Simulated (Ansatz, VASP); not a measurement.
## RbBr in VASP and in Ansatz

```xyz
2
Lattice="0.0000 3.4608 3.4608 3.4608 0.0000 3.4608 3.4608 3.4608 0.0000" Properties=species:S:1:pos:R:3 pbc="T T T"
Rb    0.0000    0.0000    0.0000
Br    3.4608    3.4608    3.4608
```

Alike in both runs: task single point; functional PBE; k mesh 4 × 4 × 4; no spin polarisation.

|  | VASP | Ansatz |
| --- | --- | --- |
| version | VASP 6.6.1 | Ansatz 0.2.0 |
| potentials or method | VASP PAW PBE potentials, release 64 (Rb_sv, Br) | plane waves, PAW |
| plane-wave cutoff (eV) | 520 | 420 |
| occupations | gaussian, width 0.01 eV | fixed |
| valence electrons in the cell | 16 | 16 |

VASP gave:

* gap on the k mesh at the Fermi level (eV): 4.29
* pressure (GPa): 0.6

Q: What did Ansatz give for the same quantities?

A: gap on the k mesh at the Fermi level (eV): 4.29; pressure (GPa): 0.5.
